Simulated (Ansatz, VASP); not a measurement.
**Te: VASP beside Ansatz**

The input INCAR:

```
SYSTEM = Te
ALGO     = Normal         ! electronic algorithm
EDIFF    = 1E-6           ! SCF threshold, eV
ENCUT    = 520            ! plane-wave cutoff, eV
ISIF     = 2              ! what is computed and relaxed
ISMEAR   = -1             ! smearing method
LASPH    = .TRUE.         ! aspherical terms in the spheres
LCHARG   = .TRUE.         ! write CHGCAR
LELF     = .TRUE.         ! ELF
LREAL    = .FALSE.        ! projectors in reciprocal space
LVHAR    = .TRUE.       
LWAVE    = .FALSE.        ! write WAVECAR
NBANDS   = 16             ! bands
NELM     = 60             ! most SCF steps
PREC     = Accurate       ! precision mode
SIGMA    = 0.05           ! smearing width, eV
```

File KPOINTS:

```
k-points
0
G
  8 8 8
  0 0 0
```

POSCAR

```
Te
1.0
    4.2341000000     -2.3712000000      0.0000000000
    4.2341000000      2.3712000000      0.0000000000
   -0.1304500000      0.0000000000      3.9573500000
Te
3
Direct
    0.6760000000      0.6760000000      0.6750000000
    0.3240000000      0.3240000000      0.3250000000
    0.0000000000      0.0000000000      0.0000000000
```

Input for Ansatz:

```yaml
crystal:
  lattice:
    - [4.2341, -2.3712, 0.0]
    - [4.2341, 2.3712, 0.0]
    - [-0.13045, 0.0, 3.95735]
  atoms:
    - { symbol: Te, position: [0.676, 0.676, 0.675] }
    - { symbol: Te, position: [0.324, 0.324, 0.325] }
    - { symbol: Te, position: [0.0, 0.0, 0.0] }
kpoints:
  mp_grid: { grid: [8, 8, 8] }
  band_path:
    path:
      - [0.0, 0.0, 0.0]
      - [-0.3284920764, 0.3284920764, 0.0]
      - [-0.6715079236, -0.3284920764, 0.0]
      - [-0.5, -0.5, 0.0]
      - [0.0, 0.0, 0.0]
      - [-0.5, -0.5, 0.5]
      - [-0.6770386277, -0.3229613723, 0.5]
      - [-0.3229613723, 0.3229613723, 0.5]
      - [0.0, 0.0, 0.5]
    npoints: 14
scf:
  occupations: { method: fermi_dirac, width: 0.05 }
hamiltonian:
  xc: lda
  pseudopotentials: { kind: all_electron, lapw: { basis_error: 0.001 } }
output:
  forces: true
  stress: true
  eigenvalues: true
  populations: true
  dos: { projected: true, de: 0.2, e_range: [-14, 8] }
```

Alike in both runs: task single point; functional LDA; k mesh 8 × 8 × 8; occupations fermi-dirac, width 0.05 eV; no spin polarisation.

```csv
,VASP,Ansatz
version,VASP 6.6.1,Ansatz 0.2.0
potentials or method,"VASP PAW LDA potentials, release 64 (Te), cutoff 520 eV","all-electron LAPW, scalar-relativistic"
```

```tsv
	VASP	Ansatz	Ansatz less VASP
pressure (GPa)	4.8	4.7	-0.09
traceless stress, the component that is largest in VASP (GPa)	1.04	1.13	+0.093
rms of the force components (eV/Å)	0.218	0.212	-0.0053
```

LDA's correlation is that of Perdew and Zunger in VASP and of Perdew and Wang (1992) in Ansatz. Atom by atom the forces differ by 0.006 eV/Å (rms over components). Ansatz ran all-electron here, and VASP with PAW potentials.

Neither program's run includes spin-orbit coupling.
